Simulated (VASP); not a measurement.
# ScTeI4 (P6/mmm) in VASP: further runs, part 2 of 2

VASP 6.6.1. The steps go on from the part before.

### 5 Single point, PBE

This run uses another cell than the first one, of 39.63 Å³/atom.

File INCAR:

```
SYSTEM = ScTeI4
PREC = Accurate ; ENCUT = 520
EDIFF = 1E-7 ; ISMEAR = 0
SIGMA = 0.1 ; LREAL = .FALSE.
LASPH = .TRUE. ; NELM = 100
ALGO = Normal ; ISIF = 2
LWAVE = .FALSE. ; LCHARG = .FALSE.
GGA = PE ; NBANDS = 32
```

File KPOINTS:

```
Automatic mesh
0
G
  6 6 8
  0 0 0
```

File POSCAR:

```
ScTeI4
1.0
    6.8361402115      0.0000000000      0.0000000000
   -3.4180701057      5.9202710870      0.0000000000
    0.0000000000      0.0000000000      5.8752815844
Sc Te I
1 1 4
Direct
    0.0000000000      0.0000000000      0.5000000000
    0.0000000000      0.0000000000      0.0000000000
    0.3333333333      0.6666666667      0.7510189312
    0.3333333333      0.6666666667      0.2489810688
    0.6666666667      0.3333333333      0.7510189312
    0.6666666667      0.3333333333      0.2489810688
```

On the command line:

```
$ cat potpaw_PBE.64/Sc_sv/POTCAR potpaw_PBE.64/Te/POTCAR potpaw_PBE.64/I/POTCAR > POTCAR
$ mpirun -np 1 vasp_std > vasp.out
```

Wall time 6.8 min (1 thread of AMD EPYC 9R45 (Zen 5), shared host); peak memory 0.52 GiB.

Results (log left out):

```yaml
Free_energy: -15.3038 eV
Pressure: 0.0 GPa
Largest_force: 0.006 eV/Å
Band_gap_on_the_k_mesh: zero (an odd number of electrons rules out a gap without spin polarisation)
```

Forces in eV/Å, atoms in the order of the input:
```
Sc   0.000  0.000  0.000
Te   0.000  0.000  0.000
I    0.000  0.000  0.006
I    0.000  0.000 -0.006
I    0.000  0.000  0.006
I    0.000  0.000 -0.006
```

Stress tensor (GPa, compression positive):
```
 0.01  0.00  0.00
 0.00  0.01  0.00
 0.00  0.00 -0.08
```

Levels at points of the mesh, in eV from the Fermi level:
| k point | band 20 | band 21 | band 22 | band 23 | band 24 | band 25 |
| --- | --- | --- | --- | --- | --- | --- |
| (0.00, 0.00, 0.00) | -0.48 | -0.07 | -0.07 | 0.58 | 0.58 | 0.71 |
| (0.50, 0.00, 0.00) | -0.47 | -0.30 | 0.03 | 0.45 | 0.57 | 0.62 |
| (0.00, 0.00, 0.50) | -1.61 | -1.53 | -1.46 | -0.06 | -0.06 | 0.66 |
| (0.50, 0.00, 0.50) | -1.63 | -1.27 | -1.11 | -0.65 | -0.49 | 0.47 |

Caveat: spin-orbit coupling is left out, which moves the levels of the heavy elements; an odd number of electrons without spin polarisation forces a metal; a magnetic or distorted state may lie lower.

### 6 Relaxation of cell and atoms, PBE

This run uses another cell than the first one, of 35.44 Å³/atom.

File INCAR:

```
ALGO = Normal ; EDIFF = 1E-6
EDIFFG = -0.04 ; ENCUT = 600
GGA = PE ; IBRION = 2
ISIF = 3 ; ISMEAR = 0
LASPH = T ; LCHARG = F
LREAL = F ; LWAVE = F
NELM = 80 ; NSW = 90
PREC = Accurate ; SIGMA = 0.1
```

File KPOINTS:

```
k-points
0
Gamma
  3 3 4
```

File POSCAR:

```
ScTeI4
1.0
    6.3947193350      0.0000000000      0.0000000000
   -3.1973596675      5.5379893941      0.0000000000
    0.0000000000      0.0000000000      6.0051638215
Sc Te I
1 1 4
Direct
    0.0000000000      0.0000000000      0.5000000000
    0.0000000000      0.0000000000      0.0000000000
    0.3333333333      0.6666666667      0.7489926743
    0.3333333333      0.6666666667      0.2510073257
    0.6666666667      0.3333333333      0.7489926743
    0.6666666667      0.3333333333      0.2510073257
```

Potentials or basis: VASP PAW PBE potentials, release 64 (Sc_sv, Te, I).

On the command line:

```
$ cat potpaw_PBE.64/Sc_sv/POTCAR potpaw_PBE.64/Te/POTCAR potpaw_PBE.64/I/POTCAR > POTCAR
$ mpirun -np 1 vasp_std > vasp.out
```

Wall time 8.7 min (1 thread of AMD EPYC 9R45 (Zen 5), shared host); peak memory 0.41 GiB.

The run converged. Its results:

```
Free energy                           : -15.6321 eV
Relaxed volume                        : 41.85 Å³/atom
Relaxed cell                          : a = 7.088 Å, b = 7.088 Å, c = 5.771 Å, α = 90.00°, β = 90.00°, γ = 120.00°
Space group after relaxing (to 0.1 Å) : P6/mmm (No. 191)
Energy gained by relaxing             : 112.4 meV/atom
Ionic steps                           : 10
Pressure after relaxing               : 0.0 GPa
Largest force after relaxing          : 0.004 eV/Å
Band gap on the k mesh                : zero (an odd number of electrons rules out a gap without spin polarisation)
```

Forces in eV/Å, atoms in the order of the input:
```
Sc   0.000  0.000  0.000
Te   0.000  0.000  0.000
I    0.000  0.000 -0.004
I    0.000  0.000  0.004
I    0.000  0.000 -0.004
I    0.000  0.000  0.004
```

Step by step:
```csv
step,energy change (eV),largest force (eV/Å),pressure (GPa),volume (Å³)
1,0.0000,0.0383,0.61,212.67
2,-0.4066,0.2716,1.97,216.50
3,-0.4375,0.3503,2.53,217.33
4,-0.6256,0.0789,1.10,234.53
5,-0.6579,0.2846,-0.04,259.52
6,-0.6695,0.1735,0.24,251.57
7,-0.6698,0.1526,0.31,250.10
8,-0.6691,0.0019,-0.33,251.99
9,-0.6739,0.0752,-0.01,251.00
10,-0.6747,0.0036,0.03,251.08
```

Final structure:
```cif
data_structure
_symmetry_space_group_name_H-M 'P 1'
_symmetry_Int_Tables_number 1
_cell_length_a 7.0879
_cell_length_b 7.0879
_cell_length_c 5.7710
_cell_angle_alpha 90.000
_cell_angle_beta 90.000
_cell_angle_gamma 120.000
_cell_volume 251.08
loop_
_atom_site_label
_atom_site_type_symbol
_atom_site_fract_x
_atom_site_fract_y
_atom_site_fract_z
_atom_site_occupancy
Sc1 Sc 0.00000 0.00000 0.50000 1
Te1 Te 0.00000 0.00000 0.00000 1
I1 I 0.33333 0.66667 0.75156 1
I2 I 0.33333 0.66667 0.24843 1
I3 I 0.66667 0.33333 0.75156 1
I4 I 0.66667 0.33333 0.24843 1
```

Levels at points of the mesh, in eV from the Fermi level:
```tsv
k point	band 18	band 19	band 20	band 21	band 22	band 23	band 24	band 25	band 26	band 27
(0.00, 0.00, 0.00)	-1.36	-0.61	-0.61	-0.49	-0.49	0.28	0.28	0.41	0.48	0.48
(0.00, 0.00, 0.50)	-2.01	-1.86	-1.86	-1.80	-1.66	-0.59	-0.59	0.34	0.34	0.48
```

Caveat: the k points lie up to 0.34 Å⁻¹ apart in the final cell, too coarse for converged energies and pressures of a metal; the volume moved by over 15 % at a fixed basis, so the end points are rough; spin-orbit coupling is left out, which moves the levels of the heavy elements; an odd number of electrons without spin polarisation forces a metal; a magnetic or distorted state may lie lower.

### 7 Relaxation of cell and atoms, PBE

This run uses another cell than the first one, of 32.30 Å³/atom.

File INCAR:

```
SYSTEM = ScTeI4
PREC = Accurate
ENCUT = 600
EDIFF = 1E-6
ISMEAR = 0
SIGMA = 0.1
LREAL = .False.
LASPH = .True.
NELM = 100
ALGO = Normal
ISIF = 3
LWAVE = .False.
LCHARG = .False.
GGA = PE
IBRION = 2
NSW = 90
EDIFFG = -0.04
```

File KPOINTS:

```
regular mesh
0
Gamma
  6 6 2
  0 0 0
```

File POSCAR:

```
ScTeI4
1.0
    4.7313677700      0.0000000000      0.0000000000
   -2.3656838900      4.0974846800      0.0000000000
    0.0000000000      0.0000000000      9.9962935800
Sc Te I
1 1 4
Direct
    0.0000000000      0.0000000000      0.5000000000
    0.0000000000      0.0000000000      0.0000000000
    0.3333333300      0.6666666700      0.7438020100
    0.3333333300      0.6666666700      0.2561979900
    0.6666666700      0.3333333300      0.7438020100
    0.6666666700      0.3333333300      0.2561979900
```

On the command line:

```
$ cat potpaw_PBE.64/Sc_sv/POTCAR potpaw_PBE.64/Te/POTCAR potpaw_PBE.64/I/POTCAR > POTCAR
$ mpirun -np 1 vasp_std > vasp.out
```

It took 20 min on 1 thread of AMD EPYC 9R45 (Zen 5), shared host; peak memory 0.42 GiB.

The run converged. Its results:

```yaml
Free_energy: -15.7263 eV
Relaxed_volume: 35.57 Å³/atom
Relaxed_cell: a = 6.408 Å, b = 6.408 Å, c = 6.000 Å, α = 90.00°, β = 90.00°, γ = 120.00°
Space_group_after_relaxing_to_0.1_Å: P6/mmm (No. 191)
Energy_gained_by_relaxing: 1238.5 meV/atom
Ionic_steps: 14
Pressure_after_relaxing: 0.1 GPa
Largest_force_after_relaxing: 0.012 eV/Å
Band_gap_on_the_k_mesh: zero (an odd number of electrons rules out a gap without spin polarisation)
```

Forces on the atoms (eV/Å):
```
Sc   0.000  0.000  0.000
Te   0.000  0.000  0.000
I    0.000  0.000 -0.012
I    0.000  0.000  0.012
I    0.000  0.000 -0.012
I    0.000  0.000  0.012
```

The path:
| step | energy change (eV) | largest force (eV/Å) | pressure (GPa) | volume (Å³) |
| --- | --- | --- | --- | --- |
| 1 | 0.0000 | 0.7389 | 11.71 | 193.80 |
| 2 | -3.8714 | 0.6105 | -2.49 | 263.22 |
| 3 | -3.8735 | 0.6054 | -2.57 | 264.46 |
| 4 | -4.7183 | 0.5247 | -2.70 | 245.16 |
| 5 | -6.1414 | 1.3332 | 3.50 | 184.74 |
| 6 | -6.3489 | 2.7539 | 5.76 | 182.89 |
| 7 | -6.3737 | 2.4071 | 5.08 | 183.34 |
| 8 | -6.8769 | 1.8879 | 3.52 | 190.76 |
| 9 | -7.2871 | 0.7531 | 2.42 | 204.71 |
| 10 | -7.2888 | 0.5840 | 2.44 | 206.25 |
| 11 | -7.4282 | 0.1275 | 0.00 | 213.14 |
| 12 | -7.4282 | 0.1326 | 0.04 | 213.05 |
| 13 | -7.4297 | 0.0816 | 0.05 | 213.18 |
| 14 | -7.4308 | 0.0122 | 0.08 | 213.41 |

Final structure:
```
CELL_PARAMETERS angstrom
6.40847 0.00000 0.00000
-3.20423 5.54990 0.00000
0.00000 0.00000 6.00025
ATOMIC_POSITIONS crystal
Sc 0.00000 0.00000 0.50000
Te 0.00000 0.00000 0.00000
I 0.33333 0.66667 0.74921
I 0.33333 0.66667 0.25079
I 0.66667 0.33333 0.74921
I 0.66667 0.33333 0.25079
```

Levels at points of the mesh, in eV from the Fermi level:
| k point | band 18 | band 19 | band 20 | band 21 | band 22 | band 23 | band 24 | band 25 | band 26 | band 27 |
| --- | --- | --- | --- | --- | --- | --- | --- | --- | --- | --- |
| (0.00, 0.00, 0.00) | -1.68 | -0.83 | -0.83 | 0.13 | 0.13 | 0.53 | 0.53 | 0.70 | 0.92 | 0.92 |
| (0.50, 0.00, 0.00) | -0.73 | -0.62 | -0.38 | -0.35 | -0.01 | 0.37 | 0.58 | 0.58 | 0.65 | 0.88 |
| (0.00, 0.00, 0.50) | -2.27 | -1.80 | -1.80 | -1.66 | -1.54 | 0.35 | 0.35 | 0.64 | 0.64 | 0.80 |
| (0.50, 0.00, 0.50) | -1.91 | -1.81 | -1.81 | -1.30 | -0.98 | -0.47 | -0.37 | 0.40 | 0.70 | 1.22 |

Caveat: a cell axis changed by over 15 % at a fixed basis, so the end point is rough; spin-orbit coupling is left out, which moves the levels of the heavy elements; an odd number of electrons without spin polarisation forces a metal; a magnetic or distorted state may lie lower.

### 8 Overview

```tsv
task	cell	k mesh	cutoff (eV)	gap on the mesh (eV)	pressure (GPa)	relaxed volume (Å³/atom)	largest force (eV/Å)
single point	a = 7.080, b = 7.080, c = 5.771 Å, angles 90.0, 90.0, 120.0°, 6 atoms, atomic positions A	3 × 3 × 4	520	none	0.1	-	0.01
single point	a = 4.731, b = 4.731, c = 9.996 Å, angles 90.0, 90.0, 120.0°, 6 atoms, atomic positions B	6 × 6 × 2	520	none	11.7	-	0.74
single point	a = 6.395, b = 6.395, c = 6.005 Å, angles 90.0, 90.0, 120.0°, 6 atoms, atomic positions C	6 × 6 × 2	520	none	0.1	-	-
single point	a = 6.836, b = 6.836, c = 5.875 Å, angles 90.0, 90.0, 120.0°, 6 atoms, atomic positions A	6 × 6 × 8	520	none	0.0	-	0.01
relaxation of cell and atoms	relaxed from a = 6.395, b = 6.395, c = 6.005 Å, angles 90.0, 90.0, 120.0°, 6 atoms, atomic positions C	3 × 3 × 4	600	none	0.0	41.85	-
relaxation of cell and atoms	relaxed from a = 4.731, b = 4.731, c = 9.996 Å, angles 90.0, 90.0, 120.0°, 6 atoms, atomic positions B	6 × 6 × 2	600	none	0.1	35.57	0.01
```

Alike in all rows: level PBE; potentials or basis VASP PAW PBE potentials, release 64 (Sc_sv, Te, I); no spin polarisation; smearing gaussian 0.1 eV.

Caveats: some runs use coarse meshes; spin-orbit coupling is left out, which moves the levels of the heavy elements; an odd number of electrons without spin polarisation forces a metal; a magnetic or distorted state may lie lower; the cell stands under pressure (at least some runs); the volume moved by over 15 % at a fixed basis, so the end points are rough (at least some runs); a cell axis changed by over 15 % at a fixed basis, so the end point is rough (at least some runs).

Absolute energies hang on the potentials; compare differences alone.
